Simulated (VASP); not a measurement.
Crystal: Rh.

```xyz
1
Lattice="0.0000 1.8979 1.8979 1.8979 0.0000 1.8979 1.8979 1.8979 0.0000" Properties=species:S:1:pos:R:3 pbc="T T T"
Rh    0.0000    0.0000    0.0000
```

Base run:

```yaml
Program: VASP 6.6.1
Functional: r2SCAN
Potentials_or_basis: VASP PAW PBE potentials, release 64 (Rh_sv_GW)
Cutoff: 680 eV
k_mesh: 12 × 12 × 12
Occupations: fermi-dirac, width 0.05 eV
Spin: no spin polarisation
```

Its results: band gap on the k mesh zero (an odd number of electrons rules out a gap without spin polarisation); pressure 0.9 GPa.

Question: The run is repeated on the same cell with these changes: functional from r2SCAN to r2SCANh; cutoff from 680 eV to 510 eV; k mesh from 12 × 12 × 12 to 6 × 6 × 6. What comes out?

Answer: Band gap on the k mesh zero (an odd number of electrons rules out a gap without spin polarisation); pressure -5.2 GPa.

Several settings changed at once.

Caveats: some runs use coarse meshes; the PAW data sets were made with another functional, which shifts forces and pressure a little.
